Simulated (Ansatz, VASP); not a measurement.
InP in VASP and in Ansatz

```
CELL_PARAMETERS angstrom
0.00000 2.84682 3.02499
3.02499 0.00000 3.02499
3.02499 2.84682 0.00000
ATOMIC_POSITIONS crystal
In 0.00000 0.00000 0.00000
P 0.75000 0.75000 0.75000
```

Alike in both runs: task single point; functional LDA; k mesh 12 × 12 × 12; occupations gaussian, width 0.05 eV; no spin polarisation.

|  | VASP | Ansatz |
| --- | --- | --- |
| version | VASP 6.6.1 | Ansatz 0.2.0 |
| potentials or method | VASP PAW LDA potentials, release 64 (In_d, P), cutoff 520 eV | scalar-relativistic, plane waves, PAW |
| valence electrons in the cell | 18 | 18 |

```tsv
	VASP	Ansatz	Ansatz less VASP
gap on the k mesh at the Fermi level (eV)	0.14	0.11	-0.032
least direct gap on the mesh (eV)	0.14	0.11	-0.032
pressure (GPa)	-3.3	-3.4	-0.01
traceless stress, the component that is largest in VASP (GPa)	1.63	1.64	+0.001
```

Ansatz warns that its potentials were made for another functional, while VASP's fit it. LDA's correlation is that of Perdew and Zunger in VASP and of Perdew and Wang (1992) in Ansatz.
